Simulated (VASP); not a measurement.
# ZnSe (F-43m) in VASP: vibrations by perturbation theory with PBE

Aim: the vibrations by perturbation theory of ZnSe with PBE.

All numbers are computed with VASP 6.6.1; they aren't measurements. Logs are shortened: lines on timing, memory, paths and dates and some standing lists are left out, and cuts for length are marked.

**1. The cell of the first run**

It takes space group F-43m (No. 216, cubic). Conventional cell: a = 5.732 Å, b = 5.732 Å, c = 5.732 Å, α = 90.00°, β = 90.00°, γ = 90.00°. Within 3.3 Å of Zn (site symmetry -43m) lie 4 Se at 2.48 Å. Within 3.3 Å of Se (site symmetry -43m) lie 4 Zn at 2.48 Å.

**2. Vibrations by perturbation theory, PBE**

Contents of INCAR:

```
PREC     = Accurate       # precision mode
ENCUT    = 520            # plane-wave cutoff, eV
EDIFF    = 1E-8           # SCF threshold, eV
ISMEAR   = 0              # smearing method
SIGMA    = 0.01           # smearing width, eV
LREAL    = False          # projectors in reciprocal space
LASPH    = True           # aspherical terms in the spheres
NELM     = 100            # most SCF steps
ALGO     = Normal         # electronic algorithm
ISIF     = 2              # what is computed and relaxed
LWAVE    = False          # write WAVECAR
LCHARG   = False          # write CHGCAR
GGA      = PE             # functional
NBANDS   = 16             # bands
IBRION   = 8              # ionic algorithm
NSW      = 1              # ionic steps
LEPSILON = True           # dielectric tensor by DFPT
```

Contents of KPOINTS:

```
regular mesh
0
Gamma
  8 8 8
```

Contents of POSCAR:

```
ZnSe
1.0
    0.0000000000      2.8658805892      2.8658805892
    2.8658805892      0.0000000000      2.8658805892
    2.8658805892      2.8658805892      0.0000000000
Zn Se
1 1
Direct
    0.0000000000      0.0000000000      0.0000000000
    0.2500000000      0.2500000000      0.2500000000
```

Potentials or basis: VASP PAW PBE potentials, release 64 (Zn, Se).

Started as:

```console
$ cat potpaw_PBE.64/Zn/POTCAR potpaw_PBE.64/Se/POTCAR > POTCAR
$ mpirun -np 1 vasp_std > vasp.out
```

OUTCAR:

```text
PREC = Accurate
   ENCUT = 520
   EDIFF = 1E-8
   ISMEAR = 0
   LREAL = False
   LASPH = True
   NELM = 100
   ISIF = 2
   GGA = PE
   IBRION = 8
   NSW = 1
   LEPSILON = True

 ion  position               nearest neighbor table
   1  0.000  0.000  0.000-   2 2.48   2 2.48   2 2.48   2 2.48
   2  0.250  0.250  0.250-   1 2.48   1 2.48   1 2.48   1 2.48

  LATTYP: Found a face centered cubic cell.
 ALAT       =     5.7317611784

  Lattice vectors:

 A1 = (   0.0000000000,   2.8658805892,   2.8658805892)
 A2 = (   2.8658805892,   0.0000000000,   2.8658805892)
 A3 = (   2.8658805892,   2.8658805892,   0.0000000000)

Analysis of symmetry for initial positions (statically):
=====================================================================
 Subroutine PRICEL returns:
 Original cell was already a primitive cell.

 Routine SETGRP: Setting up the symmetry group for a
 face centered cubic supercell.

 Subroutine GETGRP returns: Found 24 space group operations
 (whereof 24 operations were pure point group operations)
 out of a pool of 48 trial point group operations.

The static configuration has the point symmetry T_d .

Analysis of symmetry for dynamics (positions and initial velocities):
=====================================================================
 Subroutine PRICEL returns:
 Original cell was already a primitive cell.

 Routine SETGRP: Setting up the symmetry group for a
 face centered cubic supercell.

 Subroutine GETGRP returns: Found 24 space group operations
 (whereof 24 operations were pure point group operations)
 out of a pool of 48 trial point group operations.

The dynamic configuration has the point symmetry T_d .

 Subroutine INISYM returns: Found 24 space group operations
 (whereof 24 operations are pure point group operations),
 and found     1 'primitive' translations

----------------------------------------------------------------------------------------

                                     Primitive cell

  volume of cell :      47.0765

  direct lattice vectors                    reciprocal lattice vectors
     0.000000000  2.865880589  2.865880589    -0.174466446  0.174466446  0.174466446
     2.865880589  0.000000000  2.865880589     0.174466446 -0.174466446  0.174466446
     2.865880589  2.865880589  0.000000000     0.174466446  0.174466446 -0.174466446

  length of vectors
     4.052967197  4.052967197  4.052967197     0.302184748  0.302184748  0.302184748

  position of ions in fractional coordinates (direct lattice)
     0.000000000  0.000000000  0.000000000
     0.250000000  0.250000000  0.250000000

  ion indices of the primitive-cell ions
   primitive index   ion index
                 1           1
                 2           2

----------------------------------------------------------------------------------------

 KPOINTS: regular mesh

Automatic generation of k-mesh.
 Grid dimensions read from file:
 generate k-points for:    8    8    8

 Generating k-lattice:

  Cartesian coordinates                     Fractional coordinates (reciprocal lattice)
    -0.021808306  0.021808306  0.021808306     0.125000000  0.000000000  0.000000000
     0.021808306 -0.021808306  0.021808306     0.000000000  0.125000000  0.000000000
     0.021808306  0.021808306 -0.021808306     0.000000000  0.000000000  0.125000000

  Length of vectors
     0.037773094  0.037773094  0.037773094

[... 600 lines left out ...]
  free energy    TOTEN  =        -0.99424948 eV

  energy without entropy =       -0.99424948

------------------------ aborting loop because EDIFF is reached ----------------------------------------

--------------------------------------- Ionic step        2  -------------------------------------------

------------------------ aborting loop because EDIFF is reached ----------------------------------------

--------------------------------------- Ionic step        3  -------------------------------------------

------------------------ aborting loop because EDIFF is reached ----------------------------------------

 PIEZOELECTRIC TENSOR FIELD DIRECTION 3  (e Angst)
 -----------------------------------------------------------------------------
    -0.00052 -2.14043  0.00000           (  0.00000  0.03572  0.00000)
    -2.14043 -0.00052  0.00000           (  0.03572  0.00000  0.00000)
     0.00000  0.00000 -0.00084           (  0.00000  0.00000 -0.00000)

 PIEZOELECTRIC TENSOR FIELD DIRECTION 3  (C/m^2)
 -----------------------------------------------------------------------------
    -0.00018 -0.72846  0.00000
    -0.72846 -0.00018  0.00000
     0.00000  0.00000 -0.00029

--------------------------------------- Ionic step        4  -------------------------------------------

------------------------ aborting loop because EDIFF is reached ----------------------------------------

[... ionic steps 5 to 6 ...]

--------------------------------------- Ionic step        7  -------------------------------------------

 Free energy of the ion-electron system (eV)
  ---------------------------------------------------
  ---------------------------------------------------
  free energy    TOTEN  =        -0.08273084 eV

  energy without entropy =       -0.08273084

------------------------ aborting loop because EDIFF is reached ----------------------------------------

 INTERNAL STRAIN TENSOR  FOR ION    2  DIRECTION 1   (eV/Angst):
 -----------------------------------------------------------------------------
     0.01033  0.00000  0.00000
     0.00000  0.00040 -4.53830
     0.00000 -4.53830  0.00040

 MACROSCOPIC STATIC DIELECTRIC TENSOR (including local field effects in DFT)
 ------------------------------------------------------
           8.049725     0.000000    -0.000000
          -0.000000     8.049725     0.000000
          -0.000000     0.000000     8.049725
 ------------------------------------------------------

 PIEZOELECTRIC TENSOR (including local field effects)  for field in x, y, z        (e  Angst)
          XX          YY          ZZ          XY          YZ          ZX
  --------------------------------------------------------------------------------
  x     0.00000     0.00000     0.00000     0.00000    -2.15584     0.00000
  y     0.00000    -0.00000    -0.00000     0.00000     0.00000    -2.15584
  z     0.00000    -0.00000     0.00000    -2.15584     0.00000     0.00000

 PIEZOELECTRIC TENSOR (including local field effects)  for field in x, y, z        (C/m^2)
          XX          YY          ZZ          XY          YZ          ZX
  --------------------------------------------------------------------------------
  x     0.00000     0.00000     0.00000     0.00000    -0.73371     0.00000
  y     0.00000    -0.00000    -0.00000     0.00000     0.00000    -0.73371
  z     0.00000    -0.00000     0.00000    -0.73371     0.00000     0.00000

 BORN EFFECTIVE CHARGES (including local field effects) (in |e|, cummulative output)
 ---------------------------------------------------------------------------------
 ion    1
    1     2.14195     0.00000     0.00000
    2     0.00000     2.14195     0.00000
    3    -0.00000    -0.00000     2.14195
 ion    2
    1    -2.14195    -0.00000    -0.00000
    2    -0.00000    -2.14195    -0.00000
    3     0.00000     0.00000    -2.14195

 INTERNAL STRAIN TENSOR FOR ION    2 for displacements in x,y,z  (eV/Angst):
          X           Y           Z          XY          YZ          ZX
  --------------------------------------------------------------------------------
  x     0.00000     0.00000     0.00000     0.00000    -4.53830     0.00000
  y     0.00000     0.00000     0.00000     0.00000     0.00000    -4.53830
  z     0.00000     0.00000     0.00000    -4.53830     0.00000     0.00000

 SECOND DERIVATIVES (NOT SYMMETRIZED)
 ------------------------------------
               1X          1Y          1Z          2X          2Y          2Z
  1X    -5.124081    0.000000    0.000000    5.124081    0.000000    0.000000
  1Y     0.000000   -5.124081    0.000000    0.000000    5.124081    0.000000
  1Z     0.000000    0.000000   -5.124081    0.000000    0.000000    5.124081
  2X     5.081052    0.000000    0.000000   -5.081052    0.000000    0.000000
  2Y     0.000000    5.081052    0.000000    0.000000   -5.081052    0.000000
  2Z     0.000000    0.000000    5.081052    0.000000    0.000000   -5.081052

 Eigenvectors and eigenvalues of the dynamical matrix
 ----------------------------------------------------

   1 f  =    5.905834 THz    37.107449 2PiTHz  196.997414 cm-1    24.424555 meV
             X         Y         Z           dx          dy          dz
      0.000000  0.000000  0.000000     0.000000    0.741008    0.000000
      1.432940  1.432940  1.432940     0.000000   -0.671497    0.000000
[... 21 lines left out ...]
   6 f/i=    0.012391 THz     0.077853 2PiTHz    0.413307 cm-1     0.051244 meV
             X         Y         Z           dx          dy          dz
      0.000000  0.000000  0.000000     0.000000    0.000000   -0.671497
      1.432940  1.432940  1.432940     0.000000    0.000000   -0.741008

--------------------------------------------------------------------------------------------------------

 MACROSCOPIC STATIC DIELECTRIC TENSOR IONIC CONTRIBUTION
 ------------------------------------------------------
           3.456115    -0.000000    -0.000000
          -0.000000     3.456115    -0.000000
          -0.000000    -0.000000     3.456115
 ------------------------------------------------------

 ELASTIC MODULI CONTR FROM IONIC RELAXATION (kBar)
 Direction    XX          YY          ZZ          XY          YZ          ZX
 --------------------------------------------------------------------------------
 XX          -0.0000     -0.0000     -0.0000     -0.0000     -0.0000     -0.0000
 YY          -0.0000     -0.0000     -0.0000     -0.0000     -0.0000     -0.0000
 ZZ          -0.0000     -0.0000     -0.0000     -0.0000     -0.0000     -0.0000
 XY          -0.0000     -0.0000     -0.0000   -137.6962      0.0000      0.0000
 YZ          -0.0000     -0.0000     -0.0000      0.0000   -137.6962      0.0000
 ZX          -0.0000     -0.0000     -0.0000      0.0000      0.0000   -137.6962
 --------------------------------------------------------------------------------

 PIEZOELECTRIC TENSOR IONIC CONTR  for field in x, y, z        (C/m^2)
          XX          YY          ZZ          XY          YZ          ZX
  --------------------------------------------------------------------------------
  x     0.00000     0.00000     0.00000    -0.00000     0.64912    -0.00000
  y     0.00000     0.00000     0.00000    -0.00000    -0.00000     0.64912
  z     0.00000     0.00000     0.00000     0.64912    -0.00000    -0.00000
```

Wall time 6.7 min (1 thread of AMD EPYC 7R13 (Zen 3), shared host); peak memory 0.3 GiB.

What came out:

```yaml
Electronic_dielectric_tensor_diagonal: 8.05
Born_charges_mean_of_the_diagonal: Zn +2.14; Se -2.14 e
Highest_phonon_frequency_at_Γ_LO-TO_splitting_left_out: 197 cm⁻¹
```

Phonon frequencies in cm⁻¹ (negative: imaginary):
```csv
q point,frequencies
"(0.000, 0.000, 0.000)",0 0 0 197 197 197
```

Electronic dielectric tensor:
```
8.05 0.00 0.00
0.00 8.05 0.00
0.00 0.00 8.05
```

Born effective charge tensors (e):
atom 1, Zn
```
2.14 0.00 0.00
0.00 2.14 0.00
0.00 0.00 2.14
```
atom 2, Se
```
-2.14  0.00  0.00
 0.00 -2.14  0.00
 0.00  0.00 -2.14
```
